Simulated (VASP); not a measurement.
Here is a VASP 6.6.1 calculation.

INCAR

```
SYSTEM = LuH2
PREC = Accurate
ENCUT = 520
EDIFF = 1E-6
ISMEAR = -1
SIGMA = 0.1
LREAL = .False.
LASPH = .True.
NELM = 100
ALGO = Normal
ISIF = 2
LWAVE = .False.
LCHARG = .False.
GGA = PS
IVDW = 12
NBANDS = 20
```

The input KPOINTS:

```
Automatic mesh
0
Gamma
  10 10 10
  0 0 0
```

POSCAR

```
LuH2
1.0
    0.0000000000      2.6133822815      2.6133822815
    2.6133822815      0.0000000000      2.6133822815
    2.6133822815      2.6133822815      0.0000000000
Lu H
1 2
Direct
    0.0000000000      0.0000000000      0.0000000000
    0.2500000000      0.2500000000      0.2500000000
    0.7500000000      0.7500000000      0.7500000000
```

Potentials or basis: VASP PAW PBE potentials, release 64 (Lu, H).

Command:

```console
$ cat potpaw_PBE.64/Lu/POTCAR potpaw_PBE.64/H/POTCAR > POTCAR
$ mpirun -np 1 vasp_std > vasp.out
```

**Question.** What does it give for the band gap on the k mesh?

**Answer.** Zero (an odd number of electrons rules out a gap without spin polarisation).

**Question.** Predict the dispersion energy per atom.

**Answer.** -0.162 eV.

**Question.** What does it give for the pressure?

**Answer.** -13.6 GPa.

Caveat: three body term missing; the cell stands under tension; the PAW data sets were made with another functional, which shifts forces and pressure a little; spin-orbit coupling is left out, which moves the levels of the heavy elements.
